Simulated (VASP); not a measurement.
# Si (Fd-3m) in VASP: a series of runs

Runs on Si. Level: PBE+D3(BJ). Tasks: single point.

Everything below comes from runs of VASP 6.6.1. Logs are shortened: lines on timing, memory, paths and dates and some standing lists are left out, and cuts for length are marked.

**1. The cell of the first run**

Symmetry: Fd-3m, No. 227, cubic system. Conventional cell: a = 5.421 Å, b = 5.421 Å, c = 5.421 Å, α = 90.00°, β = 90.00°, γ = 90.00°. Within 3.1 Å of Si (site symmetry -43m) lie 4 Si at 2.35 Å.

**2. Single point, PBE+D3(BJ)**

The input, INCAR:

```
SYSTEM = Si
PREC     = Accurate       ! precision mode
ENCUT    = 500            ! plane-wave cutoff, eV
EDIFF    = 1E-6           ! SCF threshold, eV
ISMEAR   = 0              ! smearing method
SIGMA    = 0.02           ! smearing width, eV
LREAL    = .False.        ! projectors in reciprocal space
LASPH    = .True.         ! aspherical terms in the spheres
NELM     = 120            ! most SCF steps
ALGO     = Normal         ! electronic algorithm
ISIF     = 2              ! what is computed and relaxed
LWAVE    = .False.        ! write WAVECAR
LCHARG   = .True.         ! write CHGCAR
GGA      = PE             ! functional
IVDW     = 12             ! dispersion correction
LELF     = .True.         ! ELF
LVHAR    = .True.       
NBANDS   = 11             ! bands
GGA_COMPAT= .False.
```

The input, KPOINTS:

```
regular mesh
0
Gamma
  12 12 12
  0 0 0
```

The input, POSCAR:

```
Si
1.0
    0.0000000000      2.7105837327      2.7105837327
    2.7105837327      0.0000000000      2.7105837327
    2.7105837327      2.7105837327      0.0000000000
Si
2
Direct
    0.5000000000      0.5000000000      0.5000000000
    0.7500000000      0.7500000000      0.7500000000
```

Potentials or basis: VASP PAW PBE potentials, release 64 (Si).

Command:

```
cat potpaw_PBE.64/Si/POTCAR > POTCAR
mpirun -np 1 vasp_std > vasp.out
```

OUTCAR:

```text
SYSTEM = Si
   PREC = Accurate
   ENCUT = 500
   EDIFF = 1E-6
   ISMEAR = 0
   LREAL = .False.
   LASPH = .True.
   NELM = 120
   ISIF = 2
   GGA = PE
   IVDW = 12
 IVDW          = 12

 ion  position               nearest neighbor table
   1  0.500  0.500  0.500-   2 2.35   2 2.35   2 2.35   2 2.35
   2  0.750  0.750  0.750-   1 2.35   1 2.35   1 2.35   1 2.35

  LATTYP: Found a face centered cubic cell.
 ALAT       =     5.4211674654

  Lattice vectors:

 A1 = (   0.0000000000,   2.7105837327,   2.7105837327)
 A2 = (   2.7105837327,   0.0000000000,   2.7105837327)
 A3 = (   2.7105837327,   2.7105837327,   0.0000000000)

Analysis of symmetry for initial positions (statically):
=====================================================================
 Subroutine PRICEL returns:
 Original cell was already a primitive cell.

 Routine SETGRP: Setting up the symmetry group for a
 face centered cubic supercell.

 Subroutine GETGRP returns: Found 48 space group operations
 (whereof 24 operations were pure point group operations)
 out of a pool of 48 trial point group operations.

The static configuration has the point symmetry T_d .
 The point group associated with its full space group is O_h .

Analysis of symmetry for dynamics (positions and initial velocities):
=====================================================================
 Subroutine PRICEL returns:
 Original cell was already a primitive cell.

 Routine SETGRP: Setting up the symmetry group for a
 face centered cubic supercell.

 Subroutine GETGRP returns: Found 48 space group operations
 (whereof 24 operations were pure point group operations)
 out of a pool of 48 trial point group operations.

The dynamic configuration has the point symmetry T_d .
 The point group associated with its full space group is O_h .

 Subroutine INISYM returns: Found 48 space group operations
 (whereof 24 operations are pure point group operations),
 and found     1 'primitive' translations

----------------------------------------------------------------------------------------

                                     Primitive cell

  volume of cell :      39.8307

  direct lattice vectors                    reciprocal lattice vectors
     0.000000000  2.710583733  2.710583733    -0.184462112  0.184462112  0.184462112
     2.710583733  0.000000000  2.710583733     0.184462112 -0.184462112  0.184462112
     2.710583733  2.710583733  0.000000000     0.184462112  0.184462112 -0.184462112

  length of vectors
     3.833344277  3.833344277  3.833344277     0.319497750  0.319497750  0.319497750

  position of ions in fractional coordinates (direct lattice)
     0.500000000  0.500000000  0.500000000
     0.750000000  0.750000000  0.750000000

  ion indices of the primitive-cell ions
   primitive index   ion index
                 1           1
                 2           2

----------------------------------------------------------------------------------------

 KPOINTS: regular mesh

Automatic generation of k-mesh.
 Grid dimensions read from file:
 generate k-points for:   12   12   12

 Generating k-lattice:

  Cartesian coordinates                     Fractional coordinates (reciprocal lattice)
    -0.015371843  0.015371843  0.015371843     0.083333333  0.000000000  0.000000000
     0.015371843 -0.015371843  0.015371843     0.000000000  0.083333333  0.000000000
     0.015371843  0.015371843 -0.015371843     0.000000000  0.000000000  0.083333333

  Length of vectors
     0.026624813  0.026624813  0.026624813

  Shift w.r.t. Gamma in fractional coordinates (k-lattice)
     0.000000000  0.000000000  0.000000000

 Subroutine IBZKPT returns following result:
 ===========================================

 Found     72 irreducible k-points:

 Following reciprocal coordinates:
            Coordinates               Weight
  0.000000  0.000000  0.000000      1.000000
  0.083333  0.000000  0.000000      8.000000
  0.166667  0.000000  0.000000      8.000000
  0.250000  0.000000  0.000000      8.000000
  0.333333  0.000000  0.000000      8.000000
  0.416667  0.000000  0.000000      8.000000
[... 16 lines left out ...]
  0.500000  0.166667  0.000000     24.000000
 -0.416667  0.166667  0.000000     24.000000
 [... further k-points ...]
   k-points           NKPTS =     72   k-points in BZ     NKDIM =     72   number of bands    NBANDS=     11
   number of dos      NEDOS =    301   number of ions     NIONS =      2
   total plane-waves  NPLWV =  21952
   dimension x,y,z NGX =    28 NGY =   28 NGZ =   28
   dimension x,y,z NGXF=    56 NGYF=   56 NGZF=   56
   ions per type =               2
   NGX,Y,Z   is equivalent  to a cutoff of  12.14, 12.14, 12.14 a.u.
   NGXF,Y,Z  is equivalent  to a cutoff of  24.29, 24.29, 24.29 a.u.
 SYSTEM =  Si
   PREC   = accura    normal or accurate (medium, high low for compatibility)
   ISTART =      0    job   : 0-new  1-cont  2-samecut
   ICHARG =      2    charge: 1-file 2-atom 10-const
   ISPIN  =      1    spin polarized calculation?
   LNONCOLLINEAR =      F non collinear calculations
   LSORBIT =      F    spin-orbit coupling
   LASPH  =      T    aspherical Exc in radial PAW
   ENCUT  =  500.0 eV  36.75 Ry    6.06 a.u.   6.99  6.99  6.99*2*pi/ulx,y,z
   NELM   =    120;   NELMIN=  2; NELMDL= -5     # of ELM steps
   EDIFF  = 0.1E-05   stopping-criterion for ELM
   LREAL  =      F    real-space projection
[... 7 lines left out ...]
   TEBEG  =    0.0;   TEEND  =   0.0 temperature during run
   PSTRESS=    0.0 pullay stress
   NELECT =       8.0000    total number of electrons
   NUPDOWN=      -1.0000    fix difference up-down
   EMIN   =  10.00;   EMAX   =-10.00  energy-range for DOS
   EFERMI =   0.00;   METHOD = LEGACY
   ISMEAR =     0;   SIGMA  =   0.02  broadening in eV -4-tet -1-fermi 0-gaus
   EFERMI_NEDOS =   21; number of points for ismear=-14 and -15
   IALGO  =     38    algorithm
   IMIX   =      4    mixing-type and parameters
     AMIX     =   0.40;   BMIX     =  1.00
     AMIX_MAG =   1.60;   BMIX_MAG =  1.00
  volume/ion in A,a.u.               =      19.92       134.40
  Fermi-wavevector in a.u.,A,eV,Ry     =   0.958735  1.811747 12.506110  0.919173
  Thomas-Fermi vector in A             =   2.087869
   LORBIT       =      0    0 simple, 1 ext, 2 COOP (PROOUT), +10 PAW based schemes
   GGA     = PE    functional components
   LHFCALC =     F    Hartree Fock is set to
   AEXX    =    0.0000 exact exchange contribution
   IVDW    =    12    specifies the selected vdW correction
   LEPSILON=     F    determine dielectric tensor
   LRPA    =     F    only Hartree local field effects (RPA)
 non-spin polarized calculation
 Gauss-broadening in eV      SIGMA  =   0.02
  energy-cutoff  :      500.00
  volume of cell :       39.83
 maximum number of plane-waves:      1036
   NGX = 13   NGY = 13   NGZ = 13

 number of electron       8.0000001 magnetization

 Free energy of the ion-electron system (eV)
  ---------------------------------------------------
  ext. energy  EPLUGINS =         0.00000000
  ---------------------------------------------------
  free energy    TOTEN  =       -10.84180495 eV

  energy without entropy =      -10.84180495  energy(sigma->0) =      -10.84180495

 E-fermi :   6.0260     XC(G=0):  -9.4301

 val. band max:        5.8789558743   @ k =   0.0000   0.0000   0.0000
 cond. band min:       6.4423624948   @ k =   0.4167   0.4167   0.0000
 fundamental gap:      0.5634066205
 Fermi energy:         6.0259602432

 k-point     1 :       0.0000    0.0000    0.0000
  band No.  band energies     occupation
      1      -6.1147      2.00000
      2       5.8790      2.00000
      3       5.8790      2.00000
      4       5.8790      2.00000
      5       8.4470      0.00000
      6       8.4470      0.00000
      7       8.4470      0.00000
      8       9.3137      0.00000
      9      13.6019      0.00000
     10      13.6019      0.00000
     11      13.8595      0.00000

 k-point     2 :       0.0833    0.0000    0.0000
  band No.  band energies     occupation
      1      -6.0233      2.00000
      2       5.0214      2.00000
      3       5.7347      2.00000
      4       5.7347      2.00000
      5       8.5004      0.00000
      6       8.6594      0.00000
      7       8.6594      0.00000
      8       9.9657      0.00000
      9      13.3319      0.00000
     10      13.3319      0.00000
     11      14.2461      0.00000

 k-point     3 :       0.1667    0.0000    0.0000
  band No.  band energies     occupation
      1      -5.7518      2.00000
      2       3.4964      2.00000
      3       5.4272      2.00000
      4       5.4272      2.00000
      5       8.2502      0.00000
      6       9.0968      0.00000
      7       9.0968      0.00000
      8      11.3840      0.00000
      9      12.9646      0.00000
     10      12.9646      0.00000
     11      14.9914      0.00000

 k-point     4 :       0.2500    0.0000    0.0000
  band No.  band energies     occupation
      1      -5.3112      2.00000
      2       1.9453      2.00000
      3       5.1172      2.00000
      4       5.1172      2.00000
      5       7.9292      0.00000
      6       9.3907      0.00000
      7       9.3907      0.00000
      8      12.8465      0.00000
      9      13.0767      0.00000
     10      13.0767      0.00000
     11      14.8930      0.00000

 k-point     5 :       0.3333    0.0000    0.0000
  band No.  band energies     occupation
      1      -4.7311      2.00000
      2       0.5326      2.00000
      3       4.8761      2.00000
      4       4.8761      2.00000
      5       7.6636      0.00000
      6       9.3881      0.00000
      7       9.3881      0.00000
      8      13.7708      0.00000
      9      13.8720      0.00000
     10      13.8720      0.00000
     11      15.0405      0.00000
[... 211 lines left out ...]
 k-point    21 :       0.3333    0.1667    0.0000
  band No.  band energies     occupation
      1      -4.8092      2.00000
      2       1.4382      2.00000
      3       3.8812      2.00000
      4       4.1264      2.00000
      5       7.8446      0.00000
      6       9.9621      0.00000
      7      10.4100      0.00000
      8      10.9657      0.00000
      9      14.9593      0.00000
     10      15.0691      0.00000
     11      16.3304      0.00000

 k-point    22 :       0.4167    0.1667    0.0000
  band No.  band energies     occupation
      1      -4.1980      2.00000
      2       0.1971      2.00000
      3       3.4405      2.00000
      4       4.0424      2.00000
      5       7.8902      0.00000
      6      10.1564      0.00000
      7      10.7813      0.00000
      8      10.9386      0.00000
      9      15.7988      0.00000
     10      16.0824      0.00000
     11      16.7774      0.00000

 k-point    23 :       0.5000    0.1667    0.0000
  band No.  band energies     occupation
      1      -3.6107      2.00000
      2      -0.7426      2.00000
      3       3.0945      2.00000
      4       4.0968      2.00000
      5       7.9228      0.00000
      6      10.0103      0.00000
      7      10.5058      0.00000
      8      12.3161      0.00000
      9      15.3247      0.00000
     10      16.3718      0.00000
     11      17.6937      0.00000

 k-point    24 :      -0.4167    0.1667    0.0000
  band No.  band energies     occupation
      1      -3.4953      2.00000
      2      -0.9037      2.00000
      3       2.8791      2.00000
      4       4.2817      2.00000
      5       8.0703      0.00000
      6       9.9608      0.00000
      7      10.2786      0.00000
      8      13.8789      0.00000
      9      14.4626      0.00000
     10      14.6764      0.00000
     11      17.0743      0.00000

 [... further k-points ...]

------------------------ aborting loop because EDIFF is reached ----------------------------------------

 Edisp (eV)   -0.63161

 E8    (eV) :    -0.2619

  FORCE on cell =-STRESS in cart. coord.  units (eV):
  Direction    XX          YY          ZZ          XY          YZ          ZX
  --------------------------------------------------------------------------------------
  -------------------------------------------------------------------------------------
  Total      -0.01558    -0.01558    -0.01558     0.00000     0.00000     0.00000
  in kB      -0.62679    -0.62679    -0.62679     0.00000     0.00000     0.00000
  external pressure =       -0.63 kB  Pullay stress =        0.00 kB

 VOLUME and BASIS-vectors are now :
 -----------------------------------------------------------------------------
  energy-cutoff  :      500.00
  volume of cell :       39.83
      direct lattice vectors                 reciprocal lattice vectors
     0.000000000  2.710583733  2.710583733    -0.184462112  0.184462112  0.184462112
     2.710583733  0.000000000  2.710583733     0.184462112 -0.184462112  0.184462112
     2.710583733  2.710583733  0.000000000     0.184462112  0.184462112 -0.184462112

 POSITION                                       TOTAL-FORCE (eV/Angst)
 -----------------------------------------------------------------------------------
      2.71058      2.71058      2.71058        -0.000000     -0.000000     -0.000000
      4.06588      4.06588      4.06588         0.000000      0.000000      0.000000
 -----------------------------------------------------------------------------------
    total drift:                                0.000000      0.000000     -0.000000

  FREE ENERGIE OF THE ION-ELECTRON SYSTEM (eV)
  ---------------------------------------------------
  free  energy   TOTEN  =       -11.4734131746 eV

  energy  without entropy=      -11.4734131746  energy(sigma->0) =      -11.47341317
```

Wall time 23 s (1 thread of Intel Xeon 6975P-C (Granite Rapids), shared host); peak memory 0.16 GiB.

What came out:

```
Free energy                : -11.4734 eV
Pressure                   : -0.1 GPa
Band gap on the k mesh     : 0.56 eV, indirect (least direct gap 2.57 eV)
Dispersion energy per atom : -0.316 eV
```

Levels at points of the mesh, in eV from the valence-band top:
| k point | band 1 | band 2 | band 3 | band 4 | band 5 | band 6 | band 7 | band 8 |
| --- | --- | --- | --- | --- | --- | --- | --- | --- |
| (0.00, 0.00, 0.00) | -11.99 | 0.00 | 0.00 | 0.00 | 2.57 | 2.57 | 2.57 | 3.43 |
| (0.50, 0.00, 0.00) | -9.65 | -6.99 | -1.20 | -1.20 | 1.56 | 3.34 | 3.34 | 7.74 |
| (0.50, 0.50, 0.00) | -7.83 | -7.83 | -2.86 | -2.86 | 0.70 | 0.70 | 10.16 | 10.16 |

(Continued in part 2 of 2.)
